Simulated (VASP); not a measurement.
Se, 3 atoms in the cell. It takes space group P3_121 (No. 152, trigonal). Conventional cell: a = 4.496 Å, b = 4.496 Å, c = 5.059 Å, α = 90.00°, β = 90.00°, γ = 120.00°. Se (site symmetry 2) has 2 Se at 2.41 Å within 3.2 Å. 

```yaml
Program: VASP 6.6.1
Task: single point
Functional: PBE
Potentials_or_basis: VASP PAW PBE potentials, release 64 (Se)
Cutoff: 520 eV
k_mesh: 6 × 6 × 6
Occupations: gaussian, width 0.05 eV
Spin: non-collinear spin, zero start, spin-orbit coupling
Starting_moments: "[[0.0, 0.0, 0.0], [0.0, 0.0, 0.0], [0.0, 0.0, 0.0]] μB"
Dipole_correction: no
Further_INCAR_settings: ALGO = Normal; EDIFF = 1e-06; NBANDS = 31
```

Potentials or basis: VASP PAW PBE potentials, release 64 (Se).

The run is started by

```bash
$ cat potpaw_PBE.64/Se/POTCAR > POTCAR
$ mpirun -np 1 vasp_ncl > vasp.out
```

Hardware: 1 thread of Intel(R) Xeon(R) Platinum 8259CL CPU @ 2.50GHz (Skylake/Cascade Lake) (shared host).

Task: How long does it take, and how much memory?

Result: It took 4.9 min on 1 thread of Intel(R) Xeon(R) Platinum 8259CL CPU @ 2.50GHz (Skylake/Cascade Lake), on a shared host, peak memory 0.5 GiB. Counts: scf iterations 13, k points 48.
